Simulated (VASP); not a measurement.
# LiMg3H (P6/mmm) in VASP: a series of runs

The runs below take LiMg3H through single point, relaxation of cell and atoms, with PBE.

Program: VASP 6.6.1. These are calculated values, not measurements. Logs are shortened: lines on timing, memory, paths and dates and some standing lists are left out, and cuts for length are marked.

**1. The cell of the first run**

It takes space group P6/mmm (No. 191, hexagonal). Conventional cell: a = 4.425 Å, b = 4.425 Å, c = 5.024 Å, α = 90.00°, β = 90.00°, γ = 120.00°. Li (site symmetry 6/mmm) has 6 Mg at 2.21 Å and 2 H at 2.51 Å within 2.9 Å. Within 2.9 Å of Mg (site symmetry mmm) lie 2 Li at 2.21 Å and 4 Mg at 2.21 Å. H (site symmetry 6/mmm) has 2 Li at 2.51 Å within 3.3 Å.

**2. Single point, PBE**

File INCAR:

```
SYSTEM = LiMg3H
PREC     = Accurate       ! precision mode
ENCUT    = 520            ! plane-wave cutoff, eV
EDIFF    = 1E-6           ! SCF threshold, eV
ISMEAR   = 0              ! smearing method
SIGMA    = 0.1            ! smearing width, eV
LREAL    = .FALSE.        ! projectors in reciprocal space
LASPH    = .TRUE.         ! aspherical terms in the spheres
NELM     = 100            ! most SCF steps
ALGO     = Normal         ! electronic algorithm
ISIF     = 2              ! what is computed and relaxed
LWAVE    = .FALSE.        ! write WAVECAR
LCHARG   = .FALSE.        ! write CHGCAR
GGA      = PE             ! functional
NBANDS   = 13             ! bands
```

File KPOINTS:

```
regular mesh
0
G
  6 6 4
  0 0 0
```

File POSCAR:

```
LiMg3H
1.0
    4.4249037900      0.0000000000      0.0000000000
   -2.2124519000      3.8320791000      0.0000000000
    0.0000000000      0.0000000000      5.0242738700
Li Mg H
1 3 1
Direct
    0.0000000000      0.0000000000      0.0000000000
    0.5000000000      0.0000000000      0.0000000000
    0.0000000000      0.5000000000      0.0000000000
    0.5000000000      0.5000000000      0.0000000000
    0.0000000000      0.0000000000      0.5000000000
```

Potentials or basis: VASP PAW PBE potentials, release 64 (Li_sv, Mg, H).

The run is started by

```
$ cat potpaw_PBE.64/Li_sv/POTCAR potpaw_PBE.64/Mg/POTCAR potpaw_PBE.64/H/POTCAR > POTCAR
$ mpirun -np 1 vasp_std > vasp.out
```

OUTCAR:

```text
SYSTEM = LiMg3H
   PREC = Accurate
   ENCUT = 520
   EDIFF = 1E-6
   ISMEAR = 0
   LREAL = .FALSE.
   LASPH = .TRUE.
   NELM = 100
   ISIF = 2
   GGA = PE

 ion  position               nearest neighbor table
   1  0.000  0.000  0.000-   2 2.21   2 2.21   4 2.21   4 2.21   3 2.21   3 2.21
   2  0.500  0.000  0.000-   1 2.21   1 2.21   3 2.21   3 2.21   4 2.21   4 2.21
   3  0.000  0.500  0.000-   4 2.21   4 2.21   2 2.21   2 2.21   1 2.21   1 2.21
   4  0.500  0.500  0.000-   3 2.21   3 2.21   1 2.21   1 2.21   2 2.21   2 2.21
   5  0.000  0.000  0.500-

  LATTYP: Found a hexagonal cell.
 ALAT       =     4.4249037900
 C/A-ratio  =     1.1354538106

  Lattice vectors:

 A1 = (   4.4249037900,   0.0000000000,   0.0000000000)
 A2 = (  -2.2124519000,   3.8320791000,   0.0000000000)
 A3 = (   0.0000000000,   0.0000000000,   5.0242738700)

Analysis of symmetry for initial positions (statically):
=====================================================================
 Subroutine PRICEL returns:
 Original cell was already a primitive cell.

 Routine SETGRP: Setting up the symmetry group for a
 hexagonal supercell.

 Subroutine GETGRP returns: Found 24 space group operations
 (whereof 24 operations were pure point group operations)
 out of a pool of 24 trial point group operations.

The static configuration has the point symmetry D_6h.

Analysis of symmetry for dynamics (positions and initial velocities):
=====================================================================
 Subroutine PRICEL returns:
 Original cell was already a primitive cell.

 Routine SETGRP: Setting up the symmetry group for a
 hexagonal supercell.

 Subroutine GETGRP returns: Found 24 space group operations
 (whereof 24 operations were pure point group operations)
 out of a pool of 24 trial point group operations.

The dynamic configuration has the point symmetry D_6h.

 Subroutine INISYM returns: Found 24 space group operations
 (whereof 24 operations are pure point group operations),
 and found     1 'primitive' translations

----------------------------------------------------------------------------------------

                                     Primitive cell

  volume of cell :      85.1945

  direct lattice vectors                    reciprocal lattice vectors
     4.424903790  0.000000000  0.000000000     0.225993614  0.130477474  0.000000000
    -2.212451900  3.832079100  0.000000000     0.000000000  0.260954947  0.000000000
     0.000000000  0.000000000  5.024273870     0.000000000  0.000000000  0.199033736

[... 101 lines left out ...]
   EFERMI_NEDOS =   21; number of points for ismear=-14 and -15
   IALGO  =     38    algorithm
   IMIX   =      4    mixing-type and parameters
     AMIX     =   0.40;   BMIX     =  1.00
     AMIX_MAG =   1.60;   BMIX_MAG =  1.00
  volume/ion in A,a.u.               =      17.04       114.98
  Fermi-wavevector in a.u.,A,eV,Ry     =   0.801563  1.514734  8.741786  0.642503
  Thomas-Fermi vector in A             =   1.909074
   LORBIT       =      0    0 simple, 1 ext, 2 COOP (PROOUT), +10 PAW based schemes
   GGA     = PE    functional components
   LHFCALC =     F    Hartree Fock is set to
   AEXX    =    0.0000 exact exchange contribution
   IVDW    =     0    specifies the selected vdW correction
   LEPSILON=     F    determine dielectric tensor
   LRPA    =     F    only Hartree local field effects (RPA)
 non-spin polarized calculation
 Gauss-broadening in eV      SIGMA  =   0.10
  energy-cutoff  :      520.00
  volume of cell :       85.19
 maximum number of plane-waves:      2306
 NGX is ok and might be reduce to    36
   NGX = 17   NGY = 17   NGZ = 19

 number of electron      10.0000008 magnetization

 Free energy of the ion-electron system (eV)
  ---------------------------------------------------
  ext. energy  EPLUGINS =         0.00000000
  ---------------------------------------------------
  free energy    TOTEN  =         2.97415961 eV

  energy without entropy =        2.99026259  energy(sigma->0) =        2.98221110

 E-fermi :   2.0107     XC(G=0):  -7.9840

 val. band max:        1.9815720322   @ k =   0.3333  -0.0000   0.2500
 cond. band min:       2.0270113098   @ k =   0.1667   0.1667   0.0000
 fundamental gap:      0.0454392776
 Fermi energy:         2.0107123513

 k-point     1 :       0.0000    0.0000    0.0000
  band No.  band energies     occupation
      1     -44.5280      2.00000
      2      -5.0614      2.00000
      3       0.4262      2.00000
      4       0.7681      2.00000
      5       2.3658      0.00000
      6       2.3757      0.00000
      7       2.3758      0.00000
      8       5.7010      0.00000
      9       5.7010      0.00000
     10       6.0943      0.00000
     11       8.2967      0.00000
     12       8.3905      0.00000
     13       9.8496      0.00000
[... 306 lines left out ...]
  band No.  band energies     occupation
      1     -44.5256      2.00000
      2      -2.2145      2.00000
      3      -2.2145      2.00000
      4      -0.6743      2.00000
      5      -0.1528      2.00000
      6       2.3108      0.00002
      7       2.3108      0.00002
      8       5.0064      0.00000
      9       5.0064      0.00000
     10       6.7433      0.00000
     11      11.1503      0.00000
     12      11.1503      0.00000
     13      11.5044      0.00000

------------------------ aborting loop because EDIFF is reached ----------------------------------------

  FORCE on cell =-STRESS in cart. coord.  units (eV):
  Direction    XX          YY          ZZ          XY          YZ          ZX
  --------------------------------------------------------------------------------------
  -------------------------------------------------------------------------------------
  Total       37.0701218     37.0701219     -4.5270114     -0.0000000     -0.0000000      0.0000000
  in kB      697.1448015    697.1448046    -85.1354765     -0.0000009     -0.0000000      0.0000000
  external PRESSURE =     436.3847099 kB  Pullay stress =       0.0000000 kB

 VOLUME and BASIS-vectors are now :
 -----------------------------------------------------------------------------
  energy-cutoff  :      520.00
  volume of cell :       85.19
      direct lattice vectors                 reciprocal lattice vectors
     4.424903790  0.000000000  0.000000000     0.225993614  0.130477474  0.000000000
    -2.212451900  3.832079100  0.000000000     0.000000000  0.260954947  0.000000000
     0.000000000  0.000000000  5.024273870     0.000000000  0.000000000  0.199033736

 POSITION                                       TOTAL-FORCE (eV/Angst)
 -----------------------------------------------------------------------------------
      0.00000      0.00000      0.00000        -0.000000      0.000000      0.000000
      2.21245      0.00000      0.00000        -0.000000      0.000000      0.000000
     -1.10623      1.91604      0.00000         0.000000      0.000000      0.000000
      1.10623      1.91604      0.00000         0.000000      0.000000      0.000000
      0.00000      0.00000      2.51214        -0.000000      0.000000      0.000000
 -----------------------------------------------------------------------------------
    total drift:                               -0.000000     -0.000000     -0.000000

  FREE ENERGIE OF THE ION-ELECTRON SYSTEM (eV)
  ---------------------------------------------------
  free  energy   TOTEN  =         2.9741596101 eV

  energy  without entropy=        2.9902625900  energy(sigma->0) =        2.98221110
```

OSZICAR:

```text
N       E                     dE             d eps       ncg     rms          rms(c)
DAV:   1     0.242193422476E+02    0.24219E+02   -0.30806E+03   546   0.629E+02
DAV:   2     0.382466542919E+01   -0.20395E+02   -0.19278E+02   719   0.102E+02
DAV:   3     0.225268472736E+01   -0.15720E+01   -0.15551E+01   862   0.196E+01
DAV:   4     0.219850812071E+01   -0.54177E-01   -0.54125E-01   738   0.404E+00
DAV:   5     0.219702981635E+01   -0.14783E-02   -0.14782E-02   823   0.607E-01    0.353E+00
DAV:   6     0.282296451244E+01    0.62593E+00   -0.56363E-01   611   0.256E+00    0.172E+00
DAV:   7     0.297121002317E+01    0.14825E+00   -0.39799E-01   689   0.246E+00    0.550E-01
DAV:   8     0.297216051962E+01    0.95050E-03   -0.70415E-02   621   0.113E+00    0.291E-01
DAV:   9     0.297416100317E+01    0.20005E-02   -0.59420E-03   656   0.415E-01    0.144E-01
DAV:  10     0.297399926441E+01   -0.16174E-03   -0.68812E-03   631   0.293E-01    0.809E-02
DAV:  11     0.297416436958E+01    0.16511E-03   -0.16561E-03   611   0.158E-01    0.231E-02
DAV:  12     0.297415062467E+01   -0.13745E-04   -0.82072E-05   676   0.476E-02    0.134E-02
DAV:  13     0.297416009361E+01    0.94689E-05   -0.28590E-05   684   0.181E-02    0.292E-03
DAV:  14     0.297415961006E+01   -0.48355E-06   -0.52310E-06   736   0.992E-03
   1 F= 0.29741596E+01 E0= 0.29822111E+01  d E =-.161030E-01
```

It took 32 s on 1 thread of Intel Xeon Platinum 8375C at 2.90GHz (Ice Lake), shared host; peak memory 0.21 GiB.

What came out:

| Quantity | Value |
| --- | --- |
| Free energy | 2.9742 eV |
| Band gap on the k mesh | zero (band 5 reaches 2.50 eV, above the bottom of band 6 at 1.54 eV) |

Levels at points of the mesh, in eV from the Fermi level:
```tsv
k point	band 1	band 2	band 3	band 4	band 5	band 6	band 7	band 8	band 9	band 10
(0.00, 0.00, 0.00)	-46.54	-7.07	-1.58	-1.24	0.36	0.36	0.37	3.69	3.69	4.08
(0.50, 0.00, 0.00)	-46.54	-5.28	-4.44	-1.34	-0.80	0.92	1.15	1.18	3.98	5.12
(0.00, 0.00, 0.50)	-46.54	-6.61	-4.12	0.47	0.49	0.49	1.60	4.05	4.05	4.49
(0.50, 0.00, 0.50)	-46.54	-5.04	-3.67	-2.89	-0.62	-0.47	0.31	2.42	4.47	5.41
```

Caveat: the cutoff is under 1.25 times the usual one of these potentials, so pressure, stress and relaxed cells hold a basis-set (Pulay) error.

(Part 1 of 2 ends here.)
